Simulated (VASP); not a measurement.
# BeS (zincblende type) (F-43m) in VASP: notebook, part 2 of 3

VASP 6.6.1.

**3. Electric field gradients, PBE (volume scaled by 0.96)**

Input file INCAR:

```
ALGO     = Normal         # electronic algorithm
EDIFF    = 1E-8           # SCF threshold, eV
ENCUT    = 520            # plane-wave cutoff, eV
GGA      = PE             # functional
ISIF     = 2              # what is computed and relaxed
ISMEAR   = -1             # smearing method
LASPH    = T              # aspherical terms in the spheres
LCHARG   = F              # write CHGCAR
LEFG     = T            
LREAL    = F              # projectors in reciprocal space
LWAVE    = F              # write WAVECAR
NBANDS   = 11             # bands
NELM     = 80             # most SCF steps
PREC     = Accurate       # precision mode
SIGMA    = 0.05           # smearing width, eV
```

Input file KPOINTS:

```
k-points
0
Gamma
  12 12 12
```

Input file POSCAR:

```
BeS
1.0
    0.0000000000      2.4047076016      2.4047076016
    2.4047076016      0.0000000000      2.4047076016
    2.4047076016      2.4047076016      0.0000000000
Be S
1 1
Direct
    0.0000000000      0.0000000000      0.0000000000
    0.2500000000      0.2500000000      0.2500000000
```

Potentials or basis: VASP PAW PBE potentials, release 64 (Be, S).

Launch:

```
$ cat potpaw_PBE.64/Be/POTCAR potpaw_PBE.64/S/POTCAR > POTCAR
$ mpirun -np 1 vasp_std > vasp.out
```

OUTCAR:

```text
EDIFF = 1E-8
   ENCUT = 520
   GGA = PE
   ISIF = 2
   ISMEAR = -1
   LASPH = T
   LREAL = F
   NELM = 80
   PREC = Accurate

 ion  position               nearest neighbor table
   1  0.000  0.000  0.000-   2 2.08   2 2.08   2 2.08   2 2.08
   2  0.250  0.250  0.250-   1 2.08   1 2.08   1 2.08   1 2.08

  LATTYP: Found a face centered cubic cell.
 ALAT       =     4.8094152032

  Lattice vectors:

 A1 = (   0.0000000000,   2.4047076016,   2.4047076016)
 A2 = (   2.4047076016,   0.0000000000,   2.4047076016)
 A3 = (   2.4047076016,   2.4047076016,   0.0000000000)

Analysis of symmetry for initial positions (statically):
=====================================================================
 Subroutine PRICEL returns:
 Original cell was already a primitive cell.

 Routine SETGRP: Setting up the symmetry group for a
 face centered cubic supercell.

 Subroutine GETGRP returns: Found 24 space group operations
 (whereof 24 operations were pure point group operations)
 out of a pool of 48 trial point group operations.

The static configuration has the point symmetry T_d .

Analysis of symmetry for dynamics (positions and initial velocities):
=====================================================================
 Subroutine PRICEL returns:
 Original cell was already a primitive cell.

 Routine SETGRP: Setting up the symmetry group for a
 face centered cubic supercell.

 Subroutine GETGRP returns: Found 24 space group operations
 (whereof 24 operations were pure point group operations)
 out of a pool of 48 trial point group operations.

The dynamic configuration has the point symmetry T_d .

 Subroutine INISYM returns: Found 24 space group operations
 (whereof 24 operations are pure point group operations),
 and found     1 'primitive' translations

----------------------------------------------------------------------------------------

                                     Primitive cell

  volume of cell :      27.8110

  direct lattice vectors                    reciprocal lattice vectors
     0.000000000  2.404707602  2.404707602    -0.207925487  0.207925487  0.207925487
     2.404707602  0.000000000  2.404707602     0.207925487 -0.207925487  0.207925487
     2.404707602  2.404707602  0.000000000     0.207925487  0.207925487 -0.207925487

  length of vectors
     3.400770104  3.400770104  3.400770104     0.360137508  0.360137508  0.360137508

  position of ions in fractional coordinates (direct lattice)
     0.000000000  0.000000000  0.000000000
     0.250000000  0.250000000  0.250000000

  ion indices of the primitive-cell ions
   primitive index   ion index
                 1           1
                 2           2

----------------------------------------------------------------------------------------

 KPOINTS: k-points

Automatic generation of k-mesh.
 Grid dimensions read from file:
[... 69 lines left out ...]
   IBRION =     -1    ionic relax: 0-MD 1-quasi-New 2-CG
   NFREE  =      0    steps in history (QN), initial steepest desc. (CG)
   ISIF   =      2    stress and relaxation
   ISYM   =      2    0-nonsym 1-usesym 2-fastsym
   POTIM  = 0.5000    time-step for ionic-motion
   TEBEG  =    0.0;   TEEND  =   0.0 temperature during run
   PSTRESS=    0.0 pullay stress
   NELECT =       8.0000    total number of electrons
   NUPDOWN=      -1.0000    fix difference up-down
   EMIN   =  10.00;   EMAX   =-10.00  energy-range for DOS
   EFERMI =   0.00;   METHOD = LEGACY
   ISMEAR =    -1;   SIGMA  =   0.05  broadening in eV -4-tet -1-fermi 0-gaus
   EFERMI_NEDOS =   21; number of points for ismear=-14 and -15
   IALGO  =     38    algorithm
   IMIX   =      4    mixing-type and parameters
     AMIX     =   0.40;   BMIX     =  1.00
     AMIX_MAG =   1.60;   BMIX_MAG =  1.00
  volume/ion in A,a.u.               =      13.91        93.84
  Fermi-wavevector in a.u.,A,eV,Ry     =   1.080685  2.042199 15.889980  1.167881
  Thomas-Fermi vector in A             =   2.216683
   LORBIT       =      0    0 simple, 1 ext, 2 COOP (PROOUT), +10 PAW based schemes
   GGA     = PE    functional components
[... 5 lines left out ...]
 non-spin polarized calculation
  energy-cutoff  :      520.00
  volume of cell :       27.81
 maximum number of plane-waves:       760
 NGX is ok and might be reduce to    28
   NGX = 13   NGY = 13   NGZ = 13

 number of electron       8.0000000 magnetization

 Free energy of the ion-electron system (eV)
  ---------------------------------------------------
  ext. energy  EPLUGINS =         0.00000000
  ---------------------------------------------------
  free energy    TOTEN  =        -9.99847071 eV

  energy without entropy =       -9.99847071  energy(sigma->0) =       -9.99847071

 E-fermi :   5.4510     XC(G=0):  -9.8355

 val. band max:        4.4393204436   @ k =   0.0000   0.0000   0.0000
 cond. band min:       7.4921310071   @ k =   0.5000   0.5000   0.0000
 fundamental gap:      3.0528105634
 Fermi energy:         5.4510418560

 k-point     1 :       0.0000    0.0000    0.0000
  band No.  band energies     occupation
      1      -9.4259      2.00000
      2       4.4393      2.00000
      3       4.4393      2.00000
      4       4.4393      2.00000
      5      10.0971      0.00000
      6      10.0971      0.00000
      7      10.0971      0.00000
      8      10.5414      0.00000
      9      17.3021      0.00000
     10      17.3021      0.00000
     11      19.5080      0.00000
[... 309 lines left out ...]
 k-point    24 :      -0.4167    0.1667    0.0000
  band No.  band energies     occupation
      1      -7.5823      2.00000
      2      -1.1478      2.00000
      3       2.0145      2.00000
      4       3.0182      2.00000
      5      10.0517      0.00000
      6      11.8930      0.00000
      7      12.0943      0.00000
      8      15.5267      0.00000
      9      17.4525      0.00000
     10      17.9204      0.00000
     11      21.1201      0.00000

 [... further k-points ...]
[... 5 lines left out ...]
  --------------------------------------------------------------------------------------
  -------------------------------------------------------------------------------------
  Total        0.7213469      0.7213469      0.7213469      0.0000000      0.0000000      0.0000000
  in kB       41.5564007     41.5564007     41.5564007      0.0000000      0.0000000      0.0000000
  external PRESSURE =      41.5564007 kB  Pullay stress =       0.0000000 kB

 VOLUME and BASIS-vectors are now :
 -----------------------------------------------------------------------------
  energy-cutoff  :      520.00
  volume of cell :       27.81
      direct lattice vectors                 reciprocal lattice vectors
     0.000000000  2.404707602  2.404707602    -0.207925487  0.207925487  0.207925487
     2.404707602  0.000000000  2.404707602     0.207925487 -0.207925487  0.207925487
     2.404707602  2.404707602  0.000000000     0.207925487  0.207925487 -0.207925487

 POSITION                                       TOTAL-FORCE (eV/Angst)
 -----------------------------------------------------------------------------------
      0.00000      0.00000      0.00000        -0.000000     -0.000000     -0.000000
      1.20235      1.20235      1.20235         0.000000      0.000000      0.000000
 -----------------------------------------------------------------------------------
    total drift:                                0.000000      0.000000      0.000000

  FREE ENERGIE OF THE ION-ELECTRON SYSTEM (eV)
  ---------------------------------------------------
  free  energy   TOTEN  =        -9.9984707122 eV

  energy  without entropy=       -9.9984707122  energy(sigma->0) =       -9.99847071

 Electric field gradients (V/A^2)
---------------------------------------------------------------------
 ion       V_xx      V_yy      V_zz      V_xy      V_xz      V_yz
---------------------------------------------------------------------
   1      -0.000     0.000    -0.000    -0.000    -0.000    -0.000
   2      -0.000    -0.000    -0.000     0.000     0.000     0.000
---------------------------------------------------------------------

 Electric field gradients after diagonalization (V/A^2)
 (convention: |V_zz| > |V_xx| > |V_yy|)
----------------------------------------------------------------------
 ion       V_xx      V_yy      V_zz     asymmetry (V_yy - V_xx)/ V_zz
----------------------------------------------------------------------
   1       0.000     0.000    -0.000       0.000
   2      -0.000    -0.000     0.000       0.000
----------------------------------------------------------------------

           NMR quadrupolar parameters

 Cq : quadrupolar parameter    Cq=e*Q*V_zz/h
 eta: asymmetry parameters     (V_yy - V_xx)/ V_zz
 Q  : nuclear electric quadrupole moment in mb (millibarn)
----------------------------------------------------------------------
 ion       Cq(MHz)       eta       Q (mb)
----------------------------------------------------------------------
   1      -0.000       0.000       1.000
   2       0.000       0.000       1.000
----------------------------------------------------------------------
```

Wall time 18 s (1 thread of Intel Xeon Platinum 8559C (Emerald Rapids), shared host); peak memory 0.15 GiB.

Results:

* Free energy: -9.9985 eV
* Pressure: 4.2 GPa
* Band gap on the k mesh: 3.05 eV, indirect (least direct gap 5.66 eV)

Caveat: without QUAD_EFG the Cq values of the log hold for a quadrupole moment of 1 mb, not for the nuclei.

[end of part 2 of 3]
